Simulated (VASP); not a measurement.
# CdF2 (Fmmm) in VASP: further runs, part 2 of 2

VASP 6.6.1. The steps go on from the part before.

### Step 3. Single point, PBE (strain +0.0100 x Voigt [1, -1, 0, 0, 0, 0])

Contents of INCAR:

```
SYSTEM = CdF2
ALGO = Normal
EDIFF = 1E-7
ENCUT = 520
GGA = PE
ISIF = 2
ISMEAR = 0
LASPH = .True.
LCHARG = .False.
LREAL = .False.
LWAVE = .False.
NBANDS = 20
NELM = 100
PREC = Accurate
SIGMA = 0.05
```

Contents of KPOINTS:

```
k-points
0
Gamma
  8 8 8
  0 0 0
```

Contents of POSCAR:

```
CdF2
1.0
    0.0000000000      2.6670600000      2.6940000000
    2.7209400000      0.0000000000      2.6940000000
    2.7209400000      2.6670600000      0.0000000000
Cd F
1 2
Direct
    0.0000000000      0.0000000000      0.0000000000
    0.2500000000      0.2500000000      0.2500000000
    0.7500000000      0.7500000000      0.7500000000
```

Potentials or basis: VASP PAW PBE potentials, release 64 (Cd, F).

Command:

```bash
> cat potpaw_PBE.64/Cd/POTCAR potpaw_PBE.64/F/POTCAR > POTCAR
> mpirun -np 1 vasp_std > vasp.out
```

OUTCAR:

```text
SYSTEM = CdF2
   EDIFF = 1E-7
   ENCUT = 520
   GGA = PE
   ISIF = 2
   ISMEAR = 0
   LASPH = .True.
   LREAL = .False.
   NELM = 100
   PREC = Accurate

 ion  position               nearest neighbor table
   1  0.000  0.000  0.000-   3 2.33   3 2.33   2 2.33   3 2.33   2 2.33   2 2.33   3 2.33   2 2.33

   2  0.250  0.250  0.250-   1 2.33   1 2.33   1 2.33   1 2.33
   3  0.750  0.750  0.750-   1 2.33   1 2.33   1 2.33   1 2.33

  LATTYP: Found a face centered orthorhombic cell.
 ALAT       =     5.3341200000
 B/A-ratio  =     1.0101010101
 C/A-ratio  =     1.0202020202

  Lattice vectors:

 A1 = (  -2.7209400000,   0.0000000000,  -2.6940000000)
 A2 = (  -2.7209400000,   2.6670600000,   0.0000000000)
 A3 = (   0.0000000000,   2.6670600000,  -2.6940000000)

Analysis of symmetry for initial positions (statically):
=====================================================================
 Subroutine PRICEL returns:
 Original cell was already a primitive cell.

 Routine SETGRP: Setting up the symmetry group for a
 face centered orthorhombic supercell.

 Subroutine GETGRP returns: Found  8 space group operations
 (whereof  8 operations were pure point group operations)
 out of a pool of  8 trial point group operations.

The static configuration has the point symmetry D_2h.

Analysis of symmetry for dynamics (positions and initial velocities):
=====================================================================
 Subroutine PRICEL returns:
 Original cell was already a primitive cell.

 Routine SETGRP: Setting up the symmetry group for a
 face centered orthorhombic supercell.

 Subroutine GETGRP returns: Found  8 space group operations
 (whereof  8 operations were pure point group operations)
 out of a pool of  8 trial point group operations.

The dynamic configuration has the point symmetry D_2h.

[... 108 lines left out ...]
   POTIM  = 0.5000    time-step for ionic-motion
   TEBEG  =    0.0;   TEEND  =   0.0 temperature during run
   PSTRESS=    0.0 pullay stress
   NELECT =      26.0000    total number of electrons
   NUPDOWN=      -1.0000    fix difference up-down
   EMIN   =  10.00;   EMAX   =-10.00  energy-range for DOS
   EFERMI =   0.00;   METHOD = LEGACY
   ISMEAR =     0;   SIGMA  =   0.05  broadening in eV -4-tet -1-fermi 0-gaus
   EFERMI_NEDOS =   21; number of points for ismear=-14 and -15
   IALGO  =     38    algorithm
   IMIX   =      4    mixing-type and parameters
     AMIX     =   0.40;   BMIX     =  1.00
     AMIX_MAG =   1.60;   BMIX_MAG =  1.00
  volume/ion in A,a.u.               =      13.03        87.95
  Fermi-wavevector in a.u.,A,eV,Ry     =   1.428914  2.700256 27.780320  2.041796
  Thomas-Fermi vector in A             =   2.548925
   LORBIT       =      0    0 simple, 1 ext, 2 COOP (PROOUT), +10 PAW based schemes
   GGA     = PE    functional components
   LHFCALC =     F    Hartree Fock is set to
   AEXX    =    0.0000 exact exchange contribution
   IVDW    =     0    specifies the selected vdW correction
   LEPSILON=     F    determine dielectric tensor
   LRPA    =     F    only Hartree local field effects (RPA)
 non-spin polarized calculation
 Gauss-broadening in eV      SIGMA  =   0.05
  energy-cutoff  :      520.00
  volume of cell :       39.10
 maximum number of plane-waves:      1070
   NGX = 15   NGY = 15   NGZ = 15

 number of electron      25.9999991 magnetization

 Free energy of the ion-electron system (eV)
  ---------------------------------------------------
  ext. energy  EPLUGINS =         0.00000000
  ---------------------------------------------------
  free energy    TOTEN  =       -10.85656353 eV

  energy without entropy =      -10.85656353  energy(sigma->0) =      -10.85656353

 E-fermi :  -1.0019     XC(G=0): -10.4129

 val. band max:       -1.2961207816   @ k =   0.5000  -0.2500   0.2500
 cond. band min:       1.7551239997   @ k =   0.0000   0.0000   0.0000
 fundamental gap:      3.0512447813
 Fermi energy:        -1.0019304865

 k-point     1 :       0.0000    0.0000    0.0000
  band No.  band energies     occupation
      1     -22.1152      2.00000
      2     -21.0088      2.00000
      3      -6.9311      2.00000
      4      -6.9254      2.00000
      5      -6.9209      2.00000
      6      -5.7231      2.00000
[... 541 lines left out ...]
     19      17.8269      0.00000
     20      19.6647      0.00000

 [... further k-points ...]
[... 5 lines left out ...]
  --------------------------------------------------------------------------------------
  -------------------------------------------------------------------------------------
  Total        1.2505778      1.7761809      1.5098171      0.0000000     -0.0000000      0.0000000
  in kB       51.2438729     72.7810702     61.8665068      0.0000000     -0.0000000      0.0000000
  external PRESSURE =      61.9638166 kB  Pullay stress =       0.0000000 kB

 VOLUME and BASIS-vectors are now :
 -----------------------------------------------------------------------------
  energy-cutoff  :      520.00
  volume of cell :       39.10
      direct lattice vectors                 reciprocal lattice vectors
     0.000000000  2.667060000  2.694000000    -0.183760024  0.187472348  0.185597624
     2.720940000  0.000000000  2.694000000     0.183760024 -0.187472348  0.185597624
     2.720940000  2.667060000  0.000000000     0.183760024  0.187472348 -0.185597624

 POSITION                                       TOTAL-FORCE (eV/Angst)
 -----------------------------------------------------------------------------------
      0.00000      0.00000      0.00000        -0.000000     -0.000000     -0.000000
      1.36047      1.33353      1.34700        -0.000000     -0.000000     -0.000000
      4.08141      4.00059      4.04100         0.000000      0.000000      0.000000
 -----------------------------------------------------------------------------------
    total drift:                                0.000000      0.000000      0.000000

  FREE ENERGIE OF THE ION-ELECTRON SYSTEM (eV)
  ---------------------------------------------------
  free  energy   TOTEN  =       -10.8565635324 eV

  energy  without entropy=      -10.8565635324  energy(sigma->0) =      -10.85656353
```

OSZICAR:

```text
N       E                     dE             d eps       ncg     rms          rms(c)
DAV:   1     0.200040056304E+03    0.20004E+03   -0.15612E+04  3920   0.133E+03
DAV:   2    -0.372096097937E+01   -0.20376E+03   -0.19584E+03  4124   0.347E+02
DAV:   3    -0.125252014918E+02   -0.88042E+01   -0.87792E+01  4340   0.786E+01
DAV:   4    -0.125645842327E+02   -0.39383E-01   -0.39381E-01  4108   0.536E+00
DAV:   5    -0.125647263416E+02   -0.14211E-03   -0.14211E-03  4372   0.288E-01    0.103E+01
DAV:   6    -0.108262537705E+02    0.17385E+01   -0.39766E+00  4796   0.373E+01    0.746E+00
DAV:   7    -0.108715257203E+02   -0.45272E-01   -0.88567E-01  3904   0.851E+00    0.425E+00
DAV:   8    -0.108644004170E+02    0.71253E-02   -0.13403E-01  3944   0.344E+00    0.703E-01
DAV:   9    -0.108558756887E+02    0.85247E-02   -0.32756E-02  4544   0.226E+00    0.873E-02
DAV:  10    -0.108564412910E+02   -0.56560E-03   -0.28625E-03  3952   0.587E-01    0.120E-01
DAV:  11    -0.108565407920E+02   -0.99501E-04   -0.12446E-04  4152   0.111E-01    0.369E-02
DAV:  12    -0.108565619377E+02   -0.21146E-04   -0.37017E-05  3920   0.528E-02    0.183E-02
DAV:  13    -0.108565637255E+02   -0.17878E-05   -0.64097E-06  4180   0.204E-02    0.313E-03
DAV:  14    -0.108565634990E+02    0.22647E-06   -0.51769E-07  4128   0.901E-03    0.870E-04
DAV:  15    -0.108565635324E+02   -0.33396E-07   -0.65792E-08  3324   0.243E-03
   1 F= -.10856564E+02 E0= -.10856564E+02  d E =-.112928E-18
```

stdout:

```text
POSCAR found type information on POSCAR CdF
 POSCAR found :  2 types and       3 ions
 scaLAPACK will be used
 LDA part: xc-table for (Slater+PW92), standard interpolation
 POSCAR, INCAR and KPOINTS ok, starting setup
 FFT: planning ... GRIDC
 FFT: planning ... GRID_SOFT
 FFT: planning ... GRID
 WAVECAR not read
 entering main loop
```

It took 39 s on 1 thread of AMD EPYC 9R45 (Zen 5), shared host; peak memory 0.17 GiB.

What came out:

```yaml
Free_energy: -10.8566 eV
Pressure: 6.2 GPa
Band_gap_on_the_k_mesh: 3.05 eV (least direct gap 3.54 eV)
```

Caveat: the cell differs from its parent crystal (strain +0.0100 x Voigt [1, -1, 0, 0, 0, 0]); the cell stands under pressure.

### Step 4. Single point, PBE (strain +0.0150 x Voigt [1, -1, 0, 0, 0, 0])

Contents of INCAR:

```
SYSTEM = CdF2
ALGO = Normal ; EDIFF = 1E-6
ENCUT = 520 ; GGA = PE
ISIF = 2 ; ISMEAR = 0
LASPH = .TRUE. ; LCHARG = .TRUE.
LELF = .TRUE. ; LREAL = .FALSE.
LVHAR = .TRUE. ; LWAVE = .FALSE.
NBANDS = 20 ; NELM = 60
PREC = Accurate ; SIGMA = 0.05
```

Contents of KPOINTS:

```
k-points
0
G
  8 8 8
  0 0 0
```

Contents of POSCAR:

```
CdF2
1.0
    0.0000000000      2.6535900000      2.6940000000
    2.7344100000      0.0000000000      2.6940000000
    2.7344100000      2.6535900000      0.0000000000
Cd F
1 2
Direct
    0.0000000000      0.0000000000      0.0000000000
    0.2500000000      0.2500000000      0.2500000000
    0.7500000000      0.7500000000      0.7500000000
```

Command:

```bash
> cat potpaw_PBE.64/Cd/POTCAR potpaw_PBE.64/F/POTCAR > POTCAR
> mpirun -np 1 vasp_std > vasp.out
```

It took 38 s on 1 thread of AMD EPYC 9R45 (Zen 5), shared host; peak memory 0.18 GiB.

The run converged. Its results:

```
Free energy            : -10.8531 eV
Pressure               : 6.2 GPa
Band gap on the k mesh : 3.04 eV (least direct gap 3.52 eV)
```

Stress tensor (GPa, compression positive):
```
4.62 0.00 0.00
0.00 7.85 0.00
0.00 0.00 6.20
```

Levels at points of the mesh, in eV from the valence-band top:
```
           k point  band 10  band 11  band 12  band 13  band 14  band 15  band 16  band 17
(0.00, 0.00, 0.00)    -0.86    -0.57    -0.52    -0.48     3.04    12.64    12.68    12.73
(0.50, 0.00, 0.00)    -1.89    -1.83    -0.43    -0.41     7.15     9.13    14.38    14.57
(0.50, 0.50, 0.00)    -2.93    -0.52    -0.16    -0.06     7.98     9.62    11.90    14.08
(0.50, 0.00, 0.50)    -2.98    -0.43    -0.15    -0.11     7.94     9.59    11.91    14.10
(0.00, 0.50, 0.50)    -2.93    -0.60    -0.12    -0.06     8.00     9.67    11.91    14.24
```

Caveat: the cell differs from its parent crystal (strain +0.0150 x Voigt [1, -1, 0, 0, 0, 0]); the cell stands under pressure. A k mesh can miss the band edges.

### Step 5. Single point, PBE (strain +0.0050 x Voigt [1, -1, 0, 0, 0, 0])

Contents of INCAR:

```
SYSTEM = CdF2
ALGO     = Normal         ! electronic algorithm
EDIFF    = 1E-7           ! SCF threshold, eV
ENCUT    = 520            ! plane-wave cutoff, eV
GGA      = PE             ! functional
ISIF     = 2              ! what is computed and relaxed
ISMEAR   = 0              ! smearing method
LASPH    = .TRUE.         ! aspherical terms in the spheres
LCHARG   = .TRUE.         ! write CHGCAR
LELF     = .TRUE.         ! ELF
LREAL    = .FALSE.        ! projectors in reciprocal space
LVHAR    = .TRUE.       
LWAVE    = .FALSE.        ! write WAVECAR
NBANDS   = 20             ! bands
NELM     = 100            ! most SCF steps
PREC     = Accurate       ! precision mode
SIGMA    = 0.05           ! smearing width, eV
```

KPOINTS is that of step 4.

Contents of POSCAR:

```
CdF2
1.0
    0.0000000000      2.6805300000      2.6940000000
    2.7074700000      0.0000000000      2.6940000000
    2.7074700000      2.6805300000      0.0000000000
Cd F
1 2
Direct
    0.0000000000      0.0000000000      0.0000000000
    0.2500000000      0.2500000000      0.2500000000
    0.7500000000      0.7500000000      0.7500000000
```

Potentials or basis: VASP PAW PBE potentials, release 64 (Cd, F).

Command:

```bash
> cat potpaw_PBE.64/Cd/POTCAR potpaw_PBE.64/F/POTCAR > POTCAR
> mpirun -np 1 vasp_std > vasp.out
```

OUTCAR:

```text
SYSTEM = CdF2
   EDIFF = 1E-7
   ENCUT = 520
   GGA = PE
   ISIF = 2
   ISMEAR = 0
   LASPH = .TRUE.
   LREAL = .FALSE.
   NELM = 100
   PREC = Accurate

 ion  position               nearest neighbor table
   1  0.000  0.000  0.000-   3 2.33   2 2.33   3 2.33   2 2.33   3 2.33   3 2.33   2 2.33   2 2.33

   2  0.250  0.250  0.250-   1 2.33   1 2.33   1 2.33   1 2.33
   3  0.750  0.750  0.750-   1 2.33   1 2.33   1 2.33   1 2.33

  LATTYP: Found a face centered orthorhombic cell.
 ALAT       =     5.3610600000
 B/A-ratio  =     1.0050251256
[... 198 lines left out ...]
      6      -5.7211      2.00000
[... 541 lines left out ...]
     19      17.8856      0.00000
     20      19.6309      0.00000

 [... further k-points ...]
[... 5 lines left out ...]
  --------------------------------------------------------------------------------------
  -------------------------------------------------------------------------------------
  Total        1.3799518      1.6422030      1.5101517      0.0000000      0.0000000      0.0000000
  in kB       56.5408840     67.2861256     61.8755733      0.0000000      0.0000000      0.0000000
  external PRESSURE =      61.9008610 kB  Pullay stress =       0.0000000 kB

 VOLUME and BASIS-vectors are now :
 -----------------------------------------------------------------------------
  energy-cutoff  :      520.00
  volume of cell :       39.10
      direct lattice vectors                 reciprocal lattice vectors
     0.000000000  2.680530000  2.694000000    -0.184674253  0.186530276  0.185597624
     2.707470000  0.000000000  2.694000000     0.184674253 -0.186530276  0.185597624
     2.707470000  2.680530000  0.000000000     0.184674253  0.186530276 -0.185597624

 POSITION                                       TOTAL-FORCE (eV/Angst)
 -----------------------------------------------------------------------------------
      0.00000      0.00000      0.00000         0.000000      0.000000     -0.000000
      1.35373      1.34027      1.34700         0.000000      0.000000     -0.000000
      4.06120      4.02079      4.04100        -0.000000     -0.000000      0.000000
 -----------------------------------------------------------------------------------
    total drift:                                0.000000      0.000000      0.000000

  FREE ENERGIE OF THE ION-ELECTRON SYSTEM (eV)
  ---------------------------------------------------
  free  energy   TOTEN  =       -10.8586572317 eV

  energy  without entropy=      -10.8586572317  energy(sigma->0) =      -10.85865723
```

OSZICAR:

```text
N       E                     dE             d eps       ncg     rms          rms(c)
DAV:   1     0.196240335353E+03    0.19624E+03   -0.15547E+04  3944   0.132E+03
DAV:   2    -0.418381295101E+01   -0.20042E+03   -0.19201E+03  4160   0.344E+02
DAV:   3    -0.125291461699E+02   -0.83453E+01   -0.83224E+01  4332   0.766E+01
DAV:   4    -0.125657301454E+02   -0.36584E-01   -0.36582E-01  4140   0.519E+00
DAV:   5    -0.125658609007E+02   -0.13076E-03   -0.13075E-03  4348   0.280E-01    0.103E+01
DAV:   6    -0.108283805705E+02    0.17375E+01   -0.39733E+00  4784   0.373E+01    0.746E+00
DAV:   7    -0.108735452729E+02   -0.45165E-01   -0.88414E-01  3916   0.850E+00    0.425E+00
DAV:   8    -0.108664373915E+02    0.71079E-02   -0.13337E-01  3940   0.344E+00    0.703E-01
DAV:   9    -0.108579710290E+02    0.84664E-02   -0.32502E-02  4568   0.225E+00    0.873E-02
DAV:  10    -0.108585352871E+02   -0.56426E-03   -0.28577E-03  3944   0.586E-01    0.119E-01
DAV:  11    -0.108586344629E+02   -0.99176E-04   -0.12357E-04  4184   0.110E-01    0.369E-02
DAV:  12    -0.108586556369E+02   -0.21174E-04   -0.36882E-05  3916   0.527E-02    0.183E-02
DAV:  13    -0.108586574208E+02   -0.17839E-05   -0.63809E-06  4164   0.204E-02    0.311E-03
DAV:  14    -0.108586571985E+02    0.22236E-06   -0.51169E-07  4120   0.895E-03    0.873E-04
DAV:  15    -0.108586572317E+02   -0.33270E-07   -0.65510E-08  3344   0.243E-03
   1 F= -.10858657E+02 E0= -.10858657E+02  d E =-.455731E-18
```

stdout:

```text
POSCAR found type information on POSCAR CdF
 POSCAR found :  2 types and       3 ions
 scaLAPACK will be used
 LDA part: xc-table for (Slater+PW92), standard interpolation
 POSCAR, INCAR and KPOINTS ok, starting setup
 FFT: planning ... GRIDC
 FFT: planning ... GRID_SOFT
 FFT: planning ... GRID
 WAVECAR not read
 entering main loop
```

Run time: 40 s. Hardware: 1 thread of AMD EPYC 9R45 (Zen 5), shared host; peak memory 0.17 GiB.

Results:

- Free energy: -10.8587 eV
- Pressure: 6.2 GPa
- Band gap on the k mesh: 3.06 eV (least direct gap 3.55 eV)

Stress tensor (GPa, compression positive):
```
5.65 0.00 0.00
0.00 6.73 0.00
0.00 0.00 6.19
```

Levels at points of the mesh, in eV from the valence-band top:
| k point | band 9 | band 10 | band 11 | band 12 | band 13 | band 14 | band 15 | band 16 | band 17 | band 18 |
| --- | --- | --- | --- | --- | --- | --- | --- | --- | --- | --- |
| (0.00, 0.00, 0.00) | -0.98 | -0.93 | -0.52 | -0.51 | -0.49 | 3.06 | 12.68 | 12.70 | 12.71 | 17.63 |
| (0.50, 0.00, 0.00) | -2.28 | -1.85 | -1.83 | -0.41 | -0.40 | 7.17 | 9.15 | 14.46 | 14.53 | 18.13 |
| (0.50, 0.50, 0.00) | -2.98 | -2.95 | -0.50 | -0.11 | -0.08 | 8.00 | 9.65 | 11.92 | 14.22 | 14.34 |
| (0.50, 0.00, 0.50) | -2.98 | -2.96 | -0.47 | -0.11 | -0.09 | 7.99 | 9.63 | 11.92 | 14.22 | 14.29 |
| (0.00, 0.50, 0.50) | -2.96 | -2.95 | -0.53 | -0.10 | -0.08 | 8.00 | 9.66 | 11.92 | 14.27 | 14.33 |

Caveat: the cell differs from its parent crystal (strain +0.0050 x Voigt [1, -1, 0, 0, 0, 0]); the cell stands under pressure. A k mesh can miss the band edges.

### Step 6. Summary

```csv
cell,gap on the mesh (eV),pressure (GPa)
"a = 3.848, b = 3.772, c = 3.811 Å, angles 61.0, 59.0, 60.0°, 3 atoms",3.02,6.2
"a = 3.791, b = 3.829, c = 3.810 Å, angles 59.5, 60.5, 60.0°, 3 atoms",3.05,6.2
"a = 3.781, b = 3.839, c = 3.810 Å, angles 59.3, 60.7, 60.0°, 3 atoms",3.04,6.2
"a = 3.800, b = 3.819, c = 3.810 Å, angles 59.8, 60.2, 60.0°, 3 atoms",3.06,6.2
```

Alike in all rows: task single point; level PBE; potentials or basis VASP PAW PBE potentials, release 64 (Cd, F); no spin polarisation; k mesh 8 × 8 × 8; cutoff (eV) 520; smearing gaussian 0.05 eV.

Caveats: the cell stands under pressure.

Total energies depend on the potentials used, so only differences within one code and one set of settings carry meaning.
